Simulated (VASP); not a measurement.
# Pt (P2_1/m) in VASP: single point with PBEsol

Aim: the single point of Pt with PBEsol.

Everything below comes from runs of VASP 6.6.1. Logs are shortened: lines on timing, memory, paths and dates and some standing lists are left out, and cuts for length are marked.

## Step 1: The cell of the first run

Symmetry: P2_1/m, No. 11, monoclinic system. Conventional cell: a = 2.770 Å, b = 3.918 Å, c = 2.770 Å, α = 90.00°, β = 90.00°, γ = 90.00°. Pt (site symmetry m) has 12 Pt at 2.65 to 2.90 Å within 3.5 Å.

## Step 2: Single point, PBEsol (mode 4 frozen in at -0.089 Å and mode 5 at -0.067 Å (largest displacements))

Contents of INCAR:

```
SYSTEM = Pt
ALGO     = Fast           ! electronic algorithm
EDIFF    = 1E-6           ! SCF threshold, eV
ENCUT    = 520            ! plane-wave cutoff, eV
GGA      = PS             ! functional
ISIF     = 2              ! what is computed and relaxed
ISMEAR   = 0              ! smearing method
LASPH    = .True.         ! aspherical terms in the spheres
LCHARG   = .False.        ! write CHGCAR
LREAL    = .False.        ! projectors in reciprocal space
LWAVE    = .False.        ! write WAVECAR
NBANDS   = 17             ! bands
NELM     = 60             ! most SCF steps
PREC     = Accurate       ! precision mode
SIGMA    = 0.15           ! smearing width, eV
```

Contents of KPOINTS:

```
k-points
0
Gamma
  16 16 12
  0 0 0
```

Contents of POSCAR:

```
Pt
1.0
    0.0000000000     -1.9589709029     -1.9589709029
    0.0000000000      1.9589709029     -1.9589709029
    3.9179418058      0.0000000000      0.0000000000
Pt
2
Direct
    0.5396636825      0.4943337596      0.5000000000
   -0.0396636825      0.0056662404      0.0000000000
```

Potentials or basis: VASP PAW PBE potentials, release 64 (Pt).

Command:

```bash
> cat potpaw_PBE.64/Pt/POTCAR > POTCAR
> mpirun -np 1 vasp_std > vasp.out
```

OUTCAR:

```text
SYSTEM = Pt
   EDIFF = 1E-6
   ENCUT = 520
   GGA = PS
   ISIF = 2
   ISMEAR = 0
   LASPH = .True.
   LREAL = .False.
   NELM = 60
   PREC = Accurate

 ion  position               nearest neighbor table
   1  0.540  0.494  0.500-   2 2.65   2 2.65   2 2.68   2 2.68   2 2.87   2 2.87   2 2.90   2 2.90

   2  0.960  0.006  0.000-   1 2.65   1 2.65   1 2.68   1 2.68   1 2.87   1 2.87   1 2.90   1 2.90

  LATTYP: Found a simple tetragonal cell.
 ALAT       =     2.7704032192
 C/A-ratio  =     1.4142135624

  Lattice vectors:

 A1 = (   0.0000000000,  -1.9589709029,  -1.9589709029)
 A2 = (   0.0000000000,   1.9589709029,  -1.9589709029)
 A3 = (   3.9179418058,   0.0000000000,   0.0000000000)

Analysis of symmetry for initial positions (statically):
=====================================================================
 Subroutine PRICEL returns:
 Original cell was already a primitive cell.

 Routine SETGRP: Setting up the symmetry group for a
 simple tetragonal supercell.

 Subroutine GETGRP returns: Found  4 space group operations
 (whereof  2 operations were pure point group operations)
 out of a pool of 16 trial point group operations.

The static configuration has the point symmetry C_1h.
 The point group associated with its full space group is C_2h.

Analysis of symmetry for dynamics (positions and initial velocities):
=====================================================================
 Subroutine PRICEL returns:
 Original cell was already a primitive cell.

 Routine SETGRP: Setting up the symmetry group for a
 simple tetragonal supercell.

 Subroutine GETGRP returns: Found  4 space group operations
 (whereof  2 operations were pure point group operations)
 out of a pool of 16 trial point group operations.

The dynamic configuration has the point symmetry C_1h.
 The point group associated with its full space group is C_2h.

 Subroutine INISYM returns: Found  4 space group operations
 (whereof  2 operations are pure point group operations),
 and found     1 'primitive' translations

----------------------------------------------------------------------------------------

                                     Primitive cell

  volume of cell :      30.0707

  direct lattice vectors                    reciprocal lattice vectors
     0.000000000 -1.958970903 -1.958970903     0.000000000 -0.255236052 -0.255236052
     0.000000000  1.958970903 -1.958970903     0.000000000  0.255236052 -0.255236052
     3.917941806  0.000000000  0.000000000     0.255236052  0.000000000  0.000000000

  length of vectors
[... 79 lines left out ...]
   LASPH  =      T    aspherical Exc in radial PAW
   ENCUT  =  520.0 eV  38.22 Ry    6.18 a.u.   5.15  5.15  7.28*2*pi/ulx,y,z
   NELM   =     60;   NELMIN=  2; NELMDL= -5     # of ELM steps
   EDIFF  = 0.1E-05   stopping-criterion for ELM
   LREAL  =      F    real-space projection
   EDIFFG = 0.1E-04   stopping-criterion for IOM
   NSW    =      0    number of steps for IOM
   IBRION =     -1    ionic relax: 0-MD 1-quasi-New 2-CG
   NFREE  =      0    steps in history (QN), initial steepest desc. (CG)
   ISIF   =      2    stress and relaxation
   ISYM   =      2    0-nonsym 1-usesym 2-fastsym
   POTIM  = 0.5000    time-step for ionic-motion
   TEBEG  =    0.0;   TEEND  =   0.0 temperature during run
   PSTRESS=    0.0 pullay stress
   NELECT =      20.0000    total number of electrons
   NUPDOWN=      -1.0000    fix difference up-down
   EMIN   =  10.00;   EMAX   =-10.00  energy-range for DOS
   EFERMI =   0.00;   METHOD = LEGACY
   ISMEAR =     0;   SIGMA  =   0.15  broadening in eV -4-tet -1-fermi 0-gaus
   EFERMI_NEDOS =   21; number of points for ismear=-14 and -15
   IALGO  =     68    algorithm
   IMIX   =      4    mixing-type and parameters
     AMIX     =   0.40;   BMIX     =  1.00
     AMIX_MAG =   1.60;   BMIX_MAG =  1.00
  volume/ion in A,a.u.               =      15.04       101.46
  Fermi-wavevector in a.u.,A,eV,Ry     =   1.429015  2.700447 27.784245  2.042084
  Thomas-Fermi vector in A             =   2.549015
   LORBIT       =      0    0 simple, 1 ext, 2 COOP (PROOUT), +10 PAW based schemes
   GGA     = PS    functional components
   LHFCALC =     F    Hartree Fock is set to
   AEXX    =    0.0000 exact exchange contribution
   IVDW    =     0    specifies the selected vdW correction
   LEPSILON=     F    determine dielectric tensor
   LRPA    =     F    only Hartree local field effects (RPA)
 non-spin polarized calculation
 RMM-DIIS sequential band-by-band and
 Gauss-broadening in eV      SIGMA  =   0.15
  energy-cutoff  :      520.00
  volume of cell :       30.07
 maximum number of plane-waves:       830
 NGX is ok and might be reduce to    24
   NGX = 11   NGY = 11   NGZ = 15

 number of electron      20.0000000 magnetization

 Free energy of the ion-electron system (eV)
  ---------------------------------------------------
  ext. energy  EPLUGINS =         0.00000000
  ---------------------------------------------------
  free energy    TOTEN  =       -13.81333903 eV

  energy without entropy =      -13.77236471  energy(sigma->0) =      -13.79285187

 E-fermi :  11.1702     XC(G=0): -13.6364

 val. band max:       11.1702204407   @ k =   0.0000   0.3125   0.5000
 cond. band min:      11.1702939461   @ k =  -0.4375   0.4375   0.0000
 fundamental gap:      0.0000735055
 Fermi energy:        11.1702224080

 k-point     1 :       0.0000    0.0000    0.0000
  band No.  band energies     occupation
      1       0.8291      2.00000
      2       3.9848      2.00000
      3       4.5556      2.00000
      4       7.1559      2.00000
      5       7.2136      2.00000
      6       7.5157      2.00000
[... 457 lines left out ...]
      4       6.8423      2.00000
      5       7.6603      2.00000
      6       7.7333      2.00000
[... 9 lines left out ...]
     16      27.5801      0.00000
     17      28.1494      0.00000

 [... further k-points ...]
[... 5 lines left out ...]
  --------------------------------------------------------------------------------------
  -------------------------------------------------------------------------------------
  Total        1.0395290      0.4449414      0.2066032      0.0000000     -0.2196292      0.0000000
  in kB       55.3864115     23.7066081     11.0078812      0.0000000    -11.7019114      0.0000000
  external PRESSURE =      30.0336336 kB  Pullay stress =       0.0000000 kB

 VOLUME and BASIS-vectors are now :
 -----------------------------------------------------------------------------
  energy-cutoff  :      520.00
  volume of cell :       30.07
      direct lattice vectors                 reciprocal lattice vectors
     0.000000000 -1.958970903 -1.958970903     0.000000000 -0.255236052 -0.255236052
     0.000000000  1.958970903 -1.958970903     0.000000000  0.255236052 -0.255236052
     3.917941806  0.000000000  0.000000000     0.255236052  0.000000000  0.000000000

 POSITION                                       TOTAL-FORCE (eV/Angst)
 -----------------------------------------------------------------------------------
      1.95897     -0.08880     -2.02557         0.000000      0.927891      0.600769
      0.00000     -1.87017     -1.89237         0.000000     -0.927891     -0.600769
 -----------------------------------------------------------------------------------
    total drift:                                0.000000      0.000000     -0.000000

  FREE ENERGIE OF THE ION-ELECTRON SYSTEM (eV)
  ---------------------------------------------------
  free  energy   TOTEN  =       -13.8133390346 eV

  energy  without entropy=      -13.7723647145  energy(sigma->0) =      -13.79285187
```

stdout:

```text
POSCAR found type information on POSCAR Pt
 POSCAR found :  1 types and       2 ions
 scaLAPACK will be used
 -----------------------------------------------------------------------------
|                                                                             |
|                                                                             |
|     You enforced a specific xc type in the INCAR file but a different       |
|     I HOPE YOU KNOW WHAT YOU ARE DOING!                                     |
|                                                                             |
 -----------------------------------------------------------------------------

 LDA part: xc-table for (Slater+PW92), standard interpolation
 POSCAR, INCAR and KPOINTS ok, starting setup
 FFT: planning ... GRIDC
 FFT: planning ... GRID_SOFT
 FFT: planning ... GRID
 WAVECAR not read
 entering main loop
```

It took 4.2 min on 1 thread of Intel Xeon Platinum 8259CL at 2.50GHz (Skylake/Cascade Lake), shared host; peak memory 0.47 GiB.

Results:

| Property | Result |
| --- | --- |
| Free energy | -13.8133 eV |
| Pressure | 3.0 GPa |
| Largest force | 1.105 eV/Å |
| Band gap on the k mesh | zero (band 10 reaches 11.68 eV, above the bottom of band 11 at 10.36 eV) |

Forces on the atoms (eV/Å):
```
Pt   0.000  0.928  0.601
Pt   0.000 -0.928 -0.601
```

Stress tensor (GPa, compression positive):
```
 5.54  0.00  0.00
 0.00  2.37 -1.17
 0.00 -1.17  1.10
```

Levels at points of the mesh, in eV from the Fermi level:
```tsv
k point	band 8	band 9	band 10	band 11	band 12	band 13
(0.00, 0.00, 0.00)	-1.55	-0.09	0.16	0.57	1.71	8.83
(0.50, 0.00, 0.00)	-2.67	-2.45	-0.91	1.37	2.38	9.76
(0.00, 0.50, 0.00)	-2.26	-1.66	-1.45	1.75	1.91	10.56
(0.50, 0.50, 0.00)	0.39	0.47	0.51	1.95	2.12	8.62
(0.00, 0.00, 0.50)	-2.36	-1.72	-1.72	-0.70	-0.70	15.52
(0.50, 0.00, 0.50)	-0.83	-0.03	-0.03	0.41	0.41	5.69
(0.00, 0.50, 0.50)	-0.57	-0.25	-0.25	0.04	0.04	5.85
(0.50, 0.50, 0.50)	-1.84	0.49	0.49	6.73	6.73	7.89
```

Caveat: the cell differs from its parent crystal (mode 4 frozen in at -0.089 Å and mode 5 at -0.067 Å (largest displacements)); the PAW data sets were made with another functional, which shifts forces and pressure a little; spin-orbit coupling is left out, which moves the levels of the heavy elements.
